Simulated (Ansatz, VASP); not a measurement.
# Fe in VASP and in Ansatz

```
CELL_PARAMETERS angstrom
0.00000 1.93525 1.95853
1.49343 0.00000 1.95853
1.49343 1.93525 0.00000
ATOMIC_POSITIONS crystal
Fe 0.00000 0.00000 0.00000
```

Change from the starting cell: volume scaled by 0.99.

Alike in both runs: task single point; functional PBE; k mesh 16 × 16 × 16; occupations fermi-dirac, width 0.05 eV; collinear spin.

|  | VASP | Ansatz |
| --- | --- | --- |
| version | VASP 6.6.1 | Ansatz 0.2.0 |
| potentials or method | VASP PAW PBE potentials, release 64 (Fe), cutoff 520 eV | all-electron LAPW, scalar-relativistic |

|  | VASP | Ansatz | Ansatz less VASP |
| --- | --- | --- | --- |
| pressure (GPa) | 1.4 | 1.3 | -0.17 |
| traceless stress, the component that is largest in VASP (GPa) | -5.59 | -5.69 | -0.101 |
| net moment per atom (μB) | 2.21 | 2.18 | -0.031 |
| size of the moment on the site where the two differ most (μB) | 2.20 | 2.23 | +0.028 |

Site moments also hang on the region over which each program counts them. Ansatz ran all-electron here, and VASP with PAW potentials.
